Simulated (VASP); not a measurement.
A run of VASP 6.6.1 is set up as follows.

File INCAR:

```
SYSTEM = ReS
  PREC = Accurate
  ENCUT = 500
  EDIFF = 1E-6
  ISMEAR = 0
  SIGMA = 0.1
  LREAL = .False.
  LASPH = .True.
  NELM = 200
  ALGO = Normal
  ISIF = 2
  LWAVE = .False.
  LCHARG = .False.
  ISPIN = 2
  MAGMOM = 3.5 0
  LORBIT = 11
  LMAXMIX = 4
  GGA = PE
  NBANDS = 22
  GGA_COMPAT = .False.
```

The input KPOINTS:

```
regular mesh
0
Gamma
  14 14 14
  0 0 0
```

Contents of POSCAR:

```
ReS
1.0
    0.0000000000      2.4617002155      2.4617002155
    2.4617002155      0.0000000000      2.4617002155
    2.4617002155      2.4617002155      0.0000000000
Re S
1 1
Direct
    0.0000000000      0.0000000000      0.0000000000
    0.5000000000      0.5000000000      0.5000000000
```

Potentials or basis: VASP PAW PBE potentials, release 64 (Re_sv_GW, S).

Command:

```console
$ cat potpaw_PBE.64/Re_sv_GW/POTCAR potpaw_PBE.64/S/POTCAR > POTCAR
$ mpirun -np 1 vasp_std > vasp.out
```

**Question.** What does it give for the net moment?

**Answer.** 0.90 μB per cell.

**Question.** What does it give for the site moments?

**Answer.** Re +0.84; S +0.01 μB.
